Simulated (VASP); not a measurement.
# C (P6/mmm) in VASP: notebook

Runs on C. Level: PBEsol. Tasks: single point.

Everything below comes from runs of VASP 6.6.1. Logs are shortened: lines on timing, memory, paths and dates and some standing lists are left out, and cuts for length are marked.

## 1. The cell of the first run

Symmetry: P6/mmm, No. 191, hexagonal system. Conventional cell: a = 5.675 Å, b = 5.675 Å, c = 1.229 Å, α = 90.00°, β = 90.00°, γ = 120.00°. C (site symmetry 6/mmm) has 2 C at 1.23 Å within 1.6 Å. Within 1.6 Å of C (site symmetry -6m2) lie 2 C at 1.23 Å.

## 2. Single point, PBEsol (volume scaled by 0.88)

INCAR reads:

```
SYSTEM = C
PREC = Accurate
ENCUT = 520
EDIFF = 1E-6
ISMEAR = -1
SIGMA = 0.1
LREAL = .FALSE.
LASPH = .TRUE.
NELM = 80
ALGO = Normal
ISIF = 2
LWAVE = .FALSE.
LCHARG = .FALSE.
GGA = PS
NBANDS = 13
```

KPOINTS reads:

```
Automatic mesh
0
G
  7 7 27
  0 0 0
```

POSCAR reads:

```
C
1.0
    5.6745619945      0.0000000000      0.0000000000
   -2.8372809973      4.9143148425      0.0000000000
    0.0000000000      0.0000000000      1.2292359195
C
3
Direct
    1.0000000000      0.0000000000      0.0000000000
    0.3333333333      0.6666666667      0.5000000000
    0.6666666667      0.3333333333      0.5000000000
```

Potentials or basis: VASP PAW PBE potentials, release 64 (C).

Launch:

```console
$ cat potpaw_PBE.64/C/POTCAR > POTCAR
$ mpirun -np 1 vasp_std > vasp.out
```

OUTCAR:

```text
SYSTEM = C
   PREC = Accurate
   ENCUT = 520
   EDIFF = 1E-6
   ISMEAR = -1
   LREAL = .FALSE.
   LASPH = .TRUE.
   NELM = 80
   ISIF = 2
   GGA = PS

 ion  position               nearest neighbor table
   1  0.000  0.000  0.000-
   2  0.333  0.667  0.500-
   3  0.667  0.333  0.500-

  LATTYP: Found a hexagonal cell.
 ALAT       =     5.6745619945
 C/A-ratio  =     0.2166221676

  Lattice vectors:

 A1 = (   5.6745619945,   0.0000000000,   0.0000000000)
 A2 = (  -2.8372809973,   4.9143148425,   0.0000000000)
 A3 = (   0.0000000000,   0.0000000000,   1.2292359195)

Analysis of symmetry for initial positions (statically):
=====================================================================
 Subroutine PRICEL returns:
 Original cell was already a primitive cell.

 Routine SETGRP: Setting up the symmetry group for a
 hexagonal supercell.

 Subroutine GETGRP returns: Found 24 space group operations
 (whereof 24 operations were pure point group operations)
 out of a pool of 24 trial point group operations.

The static configuration has the point symmetry D_6h.

Analysis of symmetry for dynamics (positions and initial velocities):
=====================================================================
 Subroutine PRICEL returns:
 Original cell was already a primitive cell.

 Routine SETGRP: Setting up the symmetry group for a
 hexagonal supercell.

 Subroutine GETGRP returns: Found 24 space group operations
 (whereof 24 operations were pure point group operations)
 out of a pool of 24 trial point group operations.

The dynamic configuration has the point symmetry D_6h.

 Subroutine INISYM returns: Found 24 space group operations
 (whereof 24 operations are pure point group operations),
 and found     1 'primitive' translations

----------------------------------------------------------------------------------------

                                     Primitive cell

  volume of cell :      34.2792

  direct lattice vectors                    reciprocal lattice vectors
     5.674561995  0.000000000  0.000000000     0.176225055  0.101743583  0.000000000
    -2.837280997  4.914314842  0.000000000     0.000000000  0.203487166  0.000000000
     0.000000000  0.000000000  1.229235919     0.000000000  0.000000000  0.813513488

  length of vectors
     5.674561995  5.674561994  1.229235919     0.203487166  0.203487166  0.813513488

  position of ions in fractional coordinates (direct lattice)
     0.000000000  0.000000000  0.000000000
     0.333333333  0.666666667  0.500000000
     0.666666667  0.333333333  0.500000000

  ion indices of the primitive-cell ions
   primitive index   ion index
                 1           1
                 2           2
                 3           3

----------------------------------------------------------------------------------------

 KPOINTS: Automatic mesh

Automatic generation of k-mesh.
 Grid dimensions read from file:
 generate k-points for:    7    7   27

 Generating k-lattice:

  Cartesian coordinates                     Fractional coordinates (reciprocal lattice)
     0.025175008  0.014534798  0.000000000     0.142857143 -0.000000000  0.000000000
     0.000000000  0.029069595  0.000000000     0.000000000  0.142857143  0.000000000
     0.000000000  0.000000000  0.030130129     0.000000000  0.000000000  0.037037037

  Length of vectors
     0.029069595  0.029069595  0.030130129

  Shift w.r.t. Gamma in fractional coordinates (k-lattice)
     0.000000000  0.000000000  0.000000000

 Subroutine IBZKPT returns following result:
 ===========================================

 Found    112 irreducible k-points:

 Following reciprocal coordinates:
            Coordinates               Weight
  0.000000  0.000000  0.000000      1.000000
  0.142857  0.000000  0.000000      6.000000
  0.285714  0.000000  0.000000      6.000000
  0.428571 -0.000000  0.000000      6.000000
  0.142857  0.142857  0.000000      6.000000
  0.285714  0.142857  0.000000     12.000000
[... 16 lines left out ...]
  0.428571  0.142857  0.074074     12.000000
  0.285714  0.285714  0.074074     12.000000
 [... further k-points ...]
   k-points           NKPTS =    112   k-points in BZ     NKDIM =    112   number of bands    NBANDS=     13
   number of dos      NEDOS =    301   number of ions     NIONS =      3
   total plane-waves  NPLWV =  17640
   dimension x,y,z NGX =    42 NGY =   42 NGZ =   10
   dimension x,y,z NGXF=    84 NGYF=   84 NGZF=   20
   ions per type =               3
   NGX,Y,Z   is equivalent  to a cutoff of  12.30, 12.30, 13.52 a.u.
   NGXF,Y,Z  is equivalent  to a cutoff of  24.61, 24.61, 27.05 a.u.
 SYSTEM =  C
   PREC   = accura    normal or accurate (medium, high low for compatibility)
   ISTART =      0    job   : 0-new  1-cont  2-samecut
   ICHARG =      2    charge: 1-file 2-atom 10-const
   ISPIN  =      1    spin polarized calculation?
   LNONCOLLINEAR =      F non collinear calculations
   LSORBIT =      F    spin-orbit coupling
   LASPH  =      T    aspherical Exc in radial PAW
   ENCUT  =  520.0 eV  38.22 Ry    6.18 a.u.  10.55 10.55  2.29*2*pi/ulx,y,z
   NELM   =     80;   NELMIN=  2; NELMDL= -5     # of ELM steps
   EDIFF  = 0.1E-05   stopping-criterion for ELM
   LREAL  =      F    real-space projection
   EDIFFG = 0.1E-04   stopping-criterion for IOM
   NSW    =      0    number of steps for IOM
   IBRION =     -1    ionic relax: 0-MD 1-quasi-New 2-CG
   NFREE  =      0    steps in history (QN), initial steepest desc. (CG)
   ISIF   =      2    stress and relaxation
   ISYM   =      2    0-nonsym 1-usesym 2-fastsym
   POTIM  = 0.5000    time-step for ionic-motion
   TEBEG  =    0.0;   TEEND  =   0.0 temperature during run
   PSTRESS=    0.0 pullay stress
   NELECT =      12.0000    total number of electrons
   NUPDOWN=      -1.0000    fix difference up-down
   EMIN   =  10.00;   EMAX   =-10.00  energy-range for DOS
   EFERMI =   0.00;   METHOD = LEGACY
   ISMEAR =    -1;   SIGMA  =   0.10  broadening in eV -4-tet -1-fermi 0-gaus
   EFERMI_NEDOS =   21; number of points for ismear=-14 and -15
   IALGO  =     38    algorithm
   IMIX   =      4    mixing-type and parameters
     AMIX     =   0.40;   BMIX     =  1.00
     AMIX_MAG =   1.60;   BMIX_MAG =  1.00
  volume/ion in A,a.u.               =      11.43        77.11
  Fermi-wavevector in a.u.,A,eV,Ry     =   1.153785  2.180338 18.112359  1.331221
  Thomas-Fermi vector in A             =   2.290427
   LORBIT       =      0    0 simple, 1 ext, 2 COOP (PROOUT), +10 PAW based schemes
   GGA     = PS    functional components
   LHFCALC =     F    Hartree Fock is set to
   AEXX    =    0.0000 exact exchange contribution
   IVDW    =     0    specifies the selected vdW correction
   LEPSILON=     F    determine dielectric tensor
   LRPA    =     F    only Hartree local field effects (RPA)
 non-spin polarized calculation
  energy-cutoff  :      520.00
  volume of cell :       34.28
 maximum number of plane-waves:       953
 NGX is ok and might be reduce to    42
   NGX = 21   NGY = 21   NGZ =  5

 number of electron      12.0000001 magnetization

 Free energy of the ion-electron system (eV)
  ---------------------------------------------------
  ext. energy  EPLUGINS =         0.00000000
  ---------------------------------------------------
  free energy    TOTEN  =       -25.28805600 eV

  energy without entropy =      -25.26899236  energy(sigma->0) =      -25.27852418

 E-fermi :   1.5953     XC(G=0):  -9.3623

 val. band max:        1.5708137581   @ k =   0.1429   0.1429   0.2222
 cond. band min:       1.6169234529   @ k =   0.4286  -0.0000   0.2593
 fundamental gap:      0.0461096948
 Fermi energy:         1.5953122343

 k-point     1 :       0.0000    0.0000    0.0000
  band No.  band energies     occupation
      1     -15.3850      2.00000
      2     -14.6136      2.00000
      3     -14.6135      2.00000
      4      -4.6943      2.00000
      5      -4.6943      2.00000
      6      -4.6943      2.00000
      7      -4.6943      2.00000
      8      -2.9042      2.00000
      9      -2.9042      2.00000
     10       7.1011      0.00000
     11      11.8229      0.00000
     12      11.8229      0.00000
     13      11.8230      0.00000

 k-point     2 :       0.1429    0.0000    0.0000
  band No.  band energies     occupation
      1     -15.3454      2.00000
      2     -14.6431      2.00000
      3     -14.6339      2.00000
      4      -5.0205      2.00000
      5      -4.9421      2.00000
      6      -4.3127      2.00000
      7      -4.2591      2.00000
      8      -3.0959      2.00000
      9      -2.9422      2.00000
     10       7.3802      0.00000
     11      10.9406      0.00000
     12      11.3846      0.00000
     13      11.8686      0.00000

 k-point     3 :       0.2857    0.0000    0.0000
  band No.  band energies     occupation
      1     -15.2336      2.00000
      2     -14.7396      2.00000
      3     -14.6727      2.00000
      4      -5.2568      2.00000
      5      -4.9255      2.00000
      6      -3.9188      2.00000
      7      -3.7849      2.00000
      8      -3.5764      2.00000
      9      -3.0602      2.00000
     10       8.1159      0.00000
     11       9.8670      0.00000
     12      11.1693      0.00000
     13      11.2079      0.00000
[... 305 lines left out ...]
 k-point    23 :       0.4286    0.1429    0.0741
  band No.  band energies     occupation
      1     -14.6615      2.00000
      2     -14.6614      2.00000
      3     -14.4490      2.00000
      4      -4.7630      2.00000
      5      -4.0109      2.00000
      6      -4.0108      2.00000
      7      -2.8835      2.00000
      8      -2.8311      2.00000
      9      -2.8309      2.00000
     10       9.6358      0.00000
     11       9.8960      0.00000
     12       9.8960      0.00000
     13      12.3612      0.00000

 k-point    24 :       0.2857    0.2857    0.0741
  band No.  band energies     occupation
      1     -14.6869      2.00000
      2     -14.5439      2.00000
      3     -14.5437      2.00000
      4      -4.4471      2.00000
      5      -4.4471      2.00000
      6      -3.9929      2.00000
      7      -2.8538      2.00000
      8      -2.8538      2.00000
      9      -2.7155      2.00000
     10       9.5796      0.00000
     11       9.8192      0.00000
     12       9.8192      0.00000
     13      12.6180      0.00000

 [... further k-points ...]
[... 5 lines left out ...]
  --------------------------------------------------------------------------------------
  -------------------------------------------------------------------------------------
  Total        0.5041297      0.5041297     16.9247886     -0.0000000      0.0000000      0.0000000
  in kB       23.5625526     23.5625526    791.0487908     -0.0000000      0.0000000      0.0000000
  external PRESSURE =     279.3912986 kB  Pullay stress =       0.0000000 kB

 VOLUME and BASIS-vectors are now :
 -----------------------------------------------------------------------------
  energy-cutoff  :      520.00
  volume of cell :       34.28
      direct lattice vectors                 reciprocal lattice vectors
     5.674561995  0.000000000  0.000000000     0.176225055  0.101743583  0.000000000
    -2.837280997  4.914314842  0.000000000     0.000000000  0.203487166  0.000000000
     0.000000000  0.000000000  1.229235919     0.000000000  0.000000000  0.813513488

 POSITION                                       TOTAL-FORCE (eV/Angst)
 -----------------------------------------------------------------------------------
      0.00000      0.00000      0.00000        -0.000000      0.000000      0.000000
     -0.00000      3.27621      0.61462        -0.000000      0.000000      0.000000
      2.83728      1.63810      0.61462         0.000000     -0.000000      0.000000
 -----------------------------------------------------------------------------------
    total drift:                               -0.000000      0.000000      0.000000

  FREE ENERGIE OF THE ION-ELECTRON SYSTEM (eV)
  ---------------------------------------------------
  free  energy   TOTEN  =       -25.2880560007 eV

  energy  without entropy=      -25.2689923608  energy(sigma->0) =      -25.27852418
```

Run time: 27 s. Hardware: 1 thread of Intel Xeon 6975P-C, shared host; peak memory 0.16 GiB.

Results:

```yaml
Free_energy: -25.2881 eV
Pressure: 27.9 GPa
Band_gap_on_the_k_mesh: zero (band 6 reaches 12.94 eV, above the bottom of band 7 at -4.69 eV)
```

Caveat: the PAW data sets were made with another functional, which shifts forces and pressure a little.

## 3. Single point, PBEsol (volume scaled by 0.92)

INCAR reads:

```
SYSTEM = C
ALGO = Normal
EDIFF = 1E-7
ENCUT = 520
GGA = PS
ISIF = 2
ISMEAR = -1
LASPH = .TRUE.
LCHARG = .FALSE.
LREAL = .FALSE.
LWAVE = .FALSE.
NBANDS = 13
NELM = 80
PREC = Accurate
SIGMA = 0.1
```

KPOINTS reads:

```
k-points
0
G
  7 7 27
  0 0 0
```

POSCAR reads:

```
C
1.0
    5.7592694380      0.0000000000      0.0000000000
   -2.8796347190      4.9876736405      0.0000000000
    0.0000000000      0.0000000000      1.2475854295
C
3
Direct
    1.0000000000      0.0000000000      0.0000000000
    0.3333333333      0.6666666667      0.5000000000
    0.6666666667      0.3333333333      0.5000000000
```

Potentials or basis: VASP PAW PBE potentials, release 64 (C).

Launch:

```console
$ cat potpaw_PBE.64/C/POTCAR > POTCAR
$ mpirun -np 1 vasp_std > vasp.out
```

Run time: 31 s. Hardware: 1 thread of Intel Xeon 6975P-C, shared host; peak memory 0.18 GiB.

It converged, with:

```
Free energy            : -25.5059 eV
Pressure               : 17.0 GPa
Band gap on the k mesh : zero (band 6 reaches 11.87 eV, above the bottom of band 7 at -4.76 eV)
```

Stress tensor (GPa, compression positive):
```
 1.84  0.00  0.00
 0.00  1.84  0.00
 0.00  0.00 47.27
```

Levels at points of the mesh, in eV from the Fermi level:
```csv
k point,band 2,band 3,band 4,band 5,band 6,band 7,band 8,band 9,band 10,band 11
"(0.00, 0.00, 0.00)",-16.08,-16.08,-6.07,-6.07,-6.07,-6.07,-4.39,-4.39,5.39,10.07
```

Caveat: the PAW data sets were made with another functional, which shifts forces and pressure a little.

## 4. Single point, PBEsol (volume scaled by 0.96)

INCAR reads:

```
SYSTEM = C
  PREC = Accurate
  ENCUT = 520
  EDIFF = 1E-6
  ISMEAR = -1
  SIGMA = 0.1
  LREAL = .FALSE.
  LASPH = .TRUE.
  NELM = 80
  ALGO = Normal
  ISIF = 2
  LWAVE = .FALSE.
  LCHARG = .TRUE.
  GGA = PS
  LELF = .TRUE.
  LVHAR = .TRUE.
  NBANDS = 13
```

KPOINTS reads:

```
regular mesh
0
G
  7 7 27
  0 0 0
```

POSCAR reads:

```
C
1.0
    5.8415558330      0.0000000001      0.0000000000
   -2.9207779166      5.0589357490      0.0000000000
    0.0000000000      0.0000000000      1.2654104868
C
3
Direct
    1.0000000000      0.0000000000      0.0000000000
    0.3333333333      0.6666666667      0.5000000000
    0.6666666667      0.3333333333      0.5000000000
```

Launch:

```console
$ cat potpaw_PBE.64/C/POTCAR > POTCAR
$ mpirun -np 1 vasp_std > vasp.out
```

Run time: 29 s. Hardware: 1 thread of Intel Xeon 6975P-C, shared host; peak memory 0.18 GiB.

It converged, with:

* Free energy: -25.6260 eV
* Pressure: 7.8 GPa
* Band gap on the k mesh: zero (band 6 reaches 11.06 eV, above the bottom of band 7 at -4.82 eV)

Stress tensor (GPa, compression positive):
```
 1.40  0.00  0.00
 0.00  1.40  0.00
 0.00  0.00 20.66
```

Levels at points of the mesh, in eV from the Fermi level:
```tsv
k point	band 4	band 5	band 6	band 7	band 8	band 9
(0.00, 0.00, 0.00)	-5.86	-5.86	-5.86	-5.86	-4.28	-4.28
```

Caveat: the PAW data sets were made with another functional, which shifts forces and pressure a little.

## 5. The runs side by side

| cell | gap on the mesh (eV) | pressure (GPa) |
| --- | --- | --- |
| a = 5.675, b = 5.675, c = 1.229 Å, angles 90.0, 90.0, 120.0°, 3 atoms | none | 27.9 |
| a = 5.759, b = 5.759, c = 1.248 Å, angles 90.0, 90.0, 120.0°, 3 atoms | none | 17.0 |
| a = 5.842, b = 5.842, c = 1.265 Å, angles 90.0, 90.0, 120.0°, 3 atoms | none | 7.8 |

Alike in all rows: task single point; level PBEsol; potentials or basis VASP PAW PBE potentials, release 64 (C); no spin polarisation; k mesh 7 × 7 × 27; cutoff (eV) 520; smearing fermi-dirac 0.1 eV.

Caveats: the PAW data sets were made with another functional, which shifts forces and pressure a little.

Total energies depend on the potentials used, so only differences within one code and one set of settings carry meaning.
